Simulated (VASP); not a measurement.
# LiF (Fm-3m) in VASP: notebook, part 2 of 2

VASP 6.6.1. The steps go on from the part before.

## (4) Single point, LDA (volume scaled by 1.01)

The input, INCAR:

```
PREC = Accurate
ENCUT = 520
EDIFF = 1E-7
ISMEAR = -1
SIGMA = 0.03
LREAL = False
LASPH = True
NELM = 100
ALGO = Normal
ISIF = 2
LWAVE = False
LCHARG = False
GGA = CA
NBANDS = 12
```

The input, KPOINTS:

```
Automatic mesh
0
Gamma
  10 10 10
```

The input, POSCAR:

```
LiF
1.0
    0.0000000000      2.0206910790      2.0206910790
    2.0206910790      0.0000000000      2.0206910790
    2.0206910790      2.0206910790      0.0000000000
Li F
1 1
Direct
    0.0000000000      0.0000000000      0.0000000000
    0.5000000000      0.5000000000      0.5000000000
```

Potentials or basis: VASP PAW LDA potentials, release 64 (Li_sv, F).

On the command line:

```sh
cat potpaw_LDA.64/Li_sv/POTCAR potpaw_LDA.64/F/POTCAR > POTCAR
mpirun -np 1 vasp_std > vasp.out
```

OUTCAR:

```text
PREC = Accurate
   ENCUT = 520
   EDIFF = 1E-7
   ISMEAR = -1
   LREAL = False
   LASPH = True
   NELM = 100
   ISIF = 2
   GGA = CA

 ion  position               nearest neighbor table
   1  0.000  0.000  0.000-   2 2.02   2 2.02   2 2.02   2 2.02   2 2.02   2 2.02
   2  0.500  0.500  0.500-   1 2.02   1 2.02   1 2.02   1 2.02   1 2.02   1 2.02

  LATTYP: Found a face centered cubic cell.
 ALAT       =     4.0413821580

  Lattice vectors:

 A1 = (   0.0000000000,   2.0206910790,   2.0206910790)
 A2 = (   2.0206910790,   0.0000000000,   2.0206910790)
 A3 = (   2.0206910790,   2.0206910790,   0.0000000000)

Analysis of symmetry for initial positions (statically):
=====================================================================
 Subroutine PRICEL returns:
 Original cell was already a primitive cell.

 Routine SETGRP: Setting up the symmetry group for a
 face centered cubic supercell.

 Subroutine GETGRP returns: Found 48 space group operations
 (whereof 48 operations were pure point group operations)
 out of a pool of 48 trial point group operations.

The static configuration has the point symmetry O_h .

Analysis of symmetry for dynamics (positions and initial velocities):
[... 168 lines left out ...]
 k-point     1 :       0.0000    0.0000    0.0000
  band No.  band energies     occupation
      1     -41.1321      2.00000
      2     -20.9008      2.00000
      3      -1.3592      2.00000
      4      -1.3592      2.00000
      5      -1.3592      2.00000
      6       7.3845      0.00000
      7      21.9692      0.00000
      8      21.9692      0.00000
      9      21.9692      0.00000
     10      22.4490      0.00000
     11      22.4490      0.00000
     12      22.4490      0.00000
[... 331 lines left out ...]
 k-point    24 :       0.4000    0.3000    0.0000
  band No.  band energies     occupation
      1     -41.0641      2.00000
      2     -20.3578      2.00000
      3      -3.7223      2.00000
      4      -2.2481      2.00000
      5      -2.1335      2.00000
      6      11.2923      0.00000
      7      14.9258      0.00000
      8      16.6832      0.00000
      9      18.2191      0.00000
     10      19.2951      0.00000
     11      32.0266      0.00000
     12      32.9865      0.00000

 [... further k-points ...]
[... 5 lines left out ...]
  --------------------------------------------------------------------------------------
  -------------------------------------------------------------------------------------
  Total       -0.7507063     -0.7507063     -0.7507063      0.0000000      0.0000000     -0.0000000
  in kB      -72.8871334    -72.8871334    -72.8871334      0.0000000      0.0000000     -0.0000000
  external PRESSURE =     -72.8871334 kB  Pullay stress =       0.0000000 kB

 VOLUME and BASIS-vectors are now :
 -----------------------------------------------------------------------------
  energy-cutoff  :      520.00
  volume of cell :       16.50
      direct lattice vectors                 reciprocal lattice vectors
     0.000000000  2.020691079  2.020691079    -0.247440099  0.247440099  0.247440099
     2.020691079  0.000000000  2.020691079     0.247440099 -0.247440099  0.247440099
     2.020691079  2.020691079  0.000000000     0.247440099  0.247440099 -0.247440099

 POSITION                                       TOTAL-FORCE (eV/Angst)
 -----------------------------------------------------------------------------------
      0.00000      0.00000      0.00000        -0.000000     -0.000000      0.000000
      2.02069      2.02069      2.02069         0.000000      0.000000     -0.000000
 -----------------------------------------------------------------------------------
    total drift:                               -0.000000     -0.000000      0.000000

  FREE ENERGIE OF THE ION-ELECTRON SYSTEM (eV)
  ---------------------------------------------------
  free  energy   TOTEN  =       -10.4651426841 eV

  energy  without entropy=      -10.4651426841  energy(sigma->0) =      -10.46514268
```

OSZICAR:

```text
N       E                     dE             d eps       ncg     rms          rms(c)
DAV:   1     0.318461355768E+02    0.31846E+02   -0.53767E+03  1176   0.838E+02
DAV:   2    -0.982850232168E+01   -0.41675E+02   -0.40832E+02  1368   0.186E+02
DAV:   3    -0.109477728598E+02   -0.11193E+01   -0.11164E+01  1476   0.276E+01
DAV:   4    -0.109592072382E+02   -0.11434E-01   -0.11434E-01  1280   0.305E+00
DAV:   5    -0.109593161476E+02   -0.10891E-03   -0.10891E-03  1488   0.242E-01    0.423E+00
DAV:   6    -0.104824168382E+02    0.47690E+00   -0.23090E+00  1228   0.917E+00    0.137E+00
DAV:   7    -0.104709012181E+02    0.11516E-01   -0.15356E-02  1560   0.107E+00    0.795E-01
DAV:   8    -0.104651545471E+02    0.57467E-02   -0.94897E-03  1592   0.102E+00    0.982E-02
DAV:   9    -0.104651269306E+02    0.27616E-04   -0.64511E-04  1280   0.230E-01    0.369E-02
DAV:  10    -0.104651431354E+02   -0.16205E-04   -0.30701E-05  1304   0.394E-02    0.655E-03
DAV:  11    -0.104651426886E+02    0.44681E-06   -0.14125E-06  1444   0.123E-02    0.131E-03
DAV:  12    -0.104651426841E+02    0.45615E-08   -0.27661E-07  1356   0.406E-03
   1 F= -.10465143E+02 E0= -.10465143E+02  d E =-.301877E-11
```

stdout:

```text
POSCAR found type information on POSCAR LiF
 POSCAR found :  2 types and       2 ions
 scaLAPACK will be used
 LDA part: xc-table for (Slater(with rela. corr.)+CA(PZ))
 , standard interpolation
 POSCAR, INCAR and KPOINTS ok, starting setup
 FFT: planning ... GRIDC
 FFT: planning ... GRID_SOFT
 FFT: planning ... GRID
 WAVECAR not read
 entering main loop
```

Wall time 8.6 s (1 thread of Intel Xeon 8259CL, shared host); peak memory 0.12 GiB.

Results:

```yaml
Free_energy: -10.4651 eV
Band_gap_on_the_k_mesh: 8.74 eV, direct
```

Caveat: the cutoff is under 1.25 times the usual one of these potentials, so pressure, stress and relaxed cells hold a basis-set (Pulay) error.

## (5) Single point, LDA (volume scaled by 1.04)

The input, INCAR:

```
SYSTEM = LiF
PREC = Accurate
ENCUT = 520
EDIFF = 1E-6
ISMEAR = -1
SIGMA = 0.03
LREAL = .FALSE.
LASPH = .TRUE.
NELM = 80
ALGO = Normal
ISIF = 2
LWAVE = .FALSE.
LCHARG = .FALSE.
NBANDS = 12
```

The input, KPOINTS:

```
regular mesh
0
G
  10 10 10
  0 0 0
```

The input, POSCAR:

```
LiF
1.0
    0.0000000000      2.0405030393      2.0405030393
    2.0405030393      0.0000000000      2.0405030393
    2.0405030393      2.0405030393      0.0000000000
Li F
1 1
Direct
    0.0000000000      0.0000000000      0.0000000000
    0.5000000000      0.5000000000      0.5000000000
```

On the command line:

```sh
cat potpaw_LDA.64/Li_sv/POTCAR potpaw_LDA.64/F/POTCAR > POTCAR
mpirun -np 1 vasp_std > vasp.out
```

Run time: 10 s. Hardware: 1 thread of Intel Xeon 8259CL, shared host; peak memory 0.12 GiB.

The run converged. Its results:

```
Free energy            : -10.4419 eV
Band gap on the k mesh : 8.49 eV, direct
```

Levels at points of the mesh, in eV from the valence-band top:
```
           k point  band 1  band 2  band 3  band 4  band 5  band 6  band 7  band 8  band 9  band 10
(0.00, 0.00, 0.00)  -39.84  -19.46    0.00    0.00    0.00    8.49   22.96   22.96   22.96    23.52
(0.50, 0.00, 0.00)  -39.78  -19.04   -2.46   -0.22   -0.22   10.17   15.92   18.11   18.11    29.21
(0.50, 0.50, 0.00)  -39.76  -18.78   -2.95   -0.97   -0.97   14.06   15.85   16.66   19.31    19.31
```

Caveat: the cutoff is under 1.25 times the usual one of these potentials, so pressure, stress and relaxed cells hold a basis-set (Pulay) error.

## (6) The runs side by side

| cell | gap on the mesh (eV) |
| --- | --- |
| a = 2.790 Å, angles 60.0°, 2 atoms | 9.41 |
| a = 2.829 Å, angles 60.0°, 2 atoms | 9.02 |
| a = 2.858 Å, angles 60.0°, 2 atoms | 8.74 |
| a = 2.886 Å, angles 60.0°, 2 atoms | 8.49 |

Alike in all rows: task single point; level LDA; potentials or basis VASP PAW LDA potentials, release 64 (Li_sv, F); no spin polarisation; k mesh 10 × 10 × 10; cutoff (eV) 520; smearing fermi-dirac 0.03 eV.

Caveats: the cutoff is under 1.25 times the usual one of these potentials, so pressure, stress and relaxed cells hold a basis-set (Pulay) error.

Absolute energies hang on the potentials; compare differences alone.
